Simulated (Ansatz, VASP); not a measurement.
## AlFe in VASP and in Ansatz

```xyz
2
Lattice="2.8440 0.0000 0.0000 0.0000 2.8440 0.0000 0.0000 0.0000 2.8440" Properties=species:S:1:pos:R:3 pbc="T T T"
Al    0.0000    0.0000    0.0000
Fe    1.4220    1.4220    1.4220
```

Alike in both runs: functional PBE; dispersion D3(BJ); k mesh 14 × 14 × 14; occupations gaussian, width 0.1 eV; collinear spin.

Ansatz relaxed the structure, and its values are those at the end. VASP's run is a single point on that final structure, the one shown.

|  | VASP | Ansatz |
| --- | --- | --- |
| version | VASP 6.6.1 | Ansatz 0.2.0 |
| potentials or method | VASP PAW PBE potentials, release 64 (Al, Fe), cutoff 520 eV | scalar-relativistic, plane waves, PAW |
| valence electrons in the cell | 11 | 19 |

Ansatz gave:

```
gap on the k mesh at the Fermi level (eV)                     : none
pressure (GPa)                                                : 0.0
net moment per atom (μB)                                      : 0.33
size of the moment on the site where the two differ most (μB) : 0.68
```

Q: What did VASP give for the same quantities?

A: gap on the k mesh at the Fermi level (eV): none; pressure (GPa): 0.0; net moment per atom (μB): 0.33; size of the moment on the site where the two differ most (μB): 0.69.

Site moments also hang on the region over which each program counts them. A gap of «none» marks a metal or a gap that the smearing closes. VASP's potentials hold 11 valence electrons a cell and Ansatz's 19, so a difference there can come from the potentials and not from the codes.
